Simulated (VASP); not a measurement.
Here is a VASP 6.6.1 calculation.

Contents of INCAR:

```
ALGO     = Normal         # electronic algorithm
EDIFF    = 1E-6           # SCF threshold, eV
ENCUT    = 750            # plane-wave cutoff, eV
GGA      = PS             # functional
GGA_COMPAT= F            
ISIF     = 2              # what is computed and relaxed
ISMEAR   = 0              # smearing method
LASPH    = T              # aspherical terms in the spheres
LCHARG   = F              # write CHGCAR
LREAL    = F              # projectors in reciprocal space
LWAVE    = F              # write WAVECAR
NBANDS   = 13             # bands
NELM     = 120            # most SCF steps
PREC     = Accurate       # precision mode
SIGMA    = 0.01           # smearing width, eV
```

The input KPOINTS:

```
k-points
0
Gamma
  8 8 8
```

The input POSCAR:

```
Li2O
1.0
    2.1867355596      2.1867355596      0.0000000000
   -2.1867355596      2.1867355596      0.0000000000
    0.0000000000      2.1867355596      2.1867355596
Li O
2 1
Direct
    0.2500000000      0.7500000000      0.5000000000
    0.7500000000      0.2500000000      0.5000000000
    0.0000000000      0.0000000000      0.0000000000
```

Potentials or basis: VASP PAW PBE potentials, release 64 (Li_sv, O).

Run with:

```bash
$ cat potpaw_PBE.64/Li_sv/POTCAR potpaw_PBE.64/O/POTCAR > POTCAR
$ mpirun -np 1 vasp_std > vasp.out
```

Question: Predict the band gap on the k mesh.

Answer: 5.11 eV (least direct gap 6.45 eV).

Question: Predict the pressure.

Answer: 15.5 GPa.

Caveat: the cell stands under pressure; the PAW data sets were made with another functional, which shifts forces and pressure a little. A k mesh can miss the band edges.
